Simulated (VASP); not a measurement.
Wanted: the native input for a VASP 6.6.1 run.

- Task: single point
- Functional: PBEsol
- Potentials or basis: VASP PAW PBE potentials, release 64 (As, B)
- Cutoff: 520 eV
- k mesh: 10 × 10 × 10
- Occupations: methfessel-paxton, width 0.1 eV
- Spin: collinear spin, ferromagnetic start
- Starting moments: [0.3, 0.0] μB
- Dipole correction: no
- Further INCAR settings: ALGO = Normal; EDIFF = 1e-06; NBANDS = 15

The structure of BAs lies in POSCAR:

```
BAs
1.0
    0.0000000000      2.3885000000      2.3885000000
    2.3885000000      0.0000000000      2.3885000000
    2.3885000000      2.3885000000      0.0000000000
As B
1 1
Direct
    0.7500000000      0.7500000000      0.7500000000
    0.0000000000      0.0000000000      0.0000000000
```

The input as run:

INCAR

```
SYSTEM = BAs
PREC     = Accurate       ! precision mode
ENCUT    = 520            ! plane-wave cutoff, eV
EDIFF    = 1E-6           ! SCF threshold, eV
ISMEAR   = 1              ! smearing method
SIGMA    = 0.1            ! smearing width, eV
LREAL    = .False.        ! projectors in reciprocal space
LASPH    = .True.         ! aspherical terms in the spheres
NELM     = 150            ! most SCF steps
ALGO     = Normal         ! electronic algorithm
ISIF     = 2              ! what is computed and relaxed
LWAVE    = .False.        ! write WAVECAR
LCHARG   = .False.        ! write CHGCAR
ISPIN    = 2              ! spin polarisation
MAGMOM   = 0.3 0          ! initial moments
LORBIT   = 11             ! projections on sites
GGA      = PS             ! functional
NBANDS   = 15             ! bands
```

KPOINTS

```
Automatic mesh
0
Gamma
  10 10 10
  0 0 0
```

Potentials or basis: VASP PAW PBE potentials, release 64 (As, B).

Command:

```sh
$ cat potpaw_PBE.64/As/POTCAR potpaw_PBE.64/B/POTCAR > POTCAR
$ mpirun -np 1 vasp_std > vasp.out
```

Results of the run:

```json
{"Pressure": "0.1 GPa", "Band gap on the k mesh": "1.08 eV, indirect (least direct gap 3.24 eV)", "Net moment": "0.00 μB per cell", "Valence electrons inside the program's atomic spheres": "As 2.93; B 1.82"}
```

Caveat: the PAW data sets were made with another functional, which shifts forces and pressure a little.

It took 74 s on 1 thread of AMD EPYC 7R13 (shared host), peak memory 0.16 GiB.
